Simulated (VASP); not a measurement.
Input of a VASP 6.6.1 run:

Contents of INCAR:

```
SYSTEM = LaCu3Ni2
PREC = Accurate
ENCUT = 600
EDIFF = 1E-6
ISMEAR = 0
SIGMA = 0.05
LREAL = .FALSE.
LASPH = .TRUE.
NELM = 80
ALGO = Fast
ISIF = 3
LWAVE = .FALSE.
LCHARG = .FALSE.
GGA = PS
IBRION = 2
NSW = 100
EDIFFG = -0.005
```

KPOINTS

```
Automatic mesh
0
G
  9 9 8
  0 0 0
```

File POSCAR:

```
LaCu3Ni2
1.0
    5.0268426000      0.0000000000      0.0000000000
   -2.5134213000      4.3533733900      0.0000000000
    0.0000000000      0.0000000000      4.0609492600
Cu La Ni
3 1 2
Direct
    0.5000000000      0.0000000000      0.5000000000
    0.0000000000      0.5000000000      0.5000000000
    0.5000000000      0.5000000000      0.5000000000
    0.0000000000      0.0000000000      0.0000000000
    0.3333333333      0.6666666667      0.0000000000
    0.6666666667      0.3333333333      0.0000000000
```

Potentials or basis: VASP PAW PBE potentials, release 64 (Cu, La, Ni).

The run is started by

```sh
$ cat potpaw_PBE.64/Cu/POTCAR potpaw_PBE.64/La/POTCAR potpaw_PBE.64/Ni/POTCAR > POTCAR
$ mpirun -np 1 vasp_std > vasp.out
```

(1) Estimate the space group after relaxing (to 0.1 Å).

(2) Predict the relaxed cell.

## Answers

(1) P6/mmm (No. 191).

(2) a = 4.971 Å, b = 4.971 Å, c = 4.030 Å, α = 90.00°, β = 90.00°, γ = 120.00°.
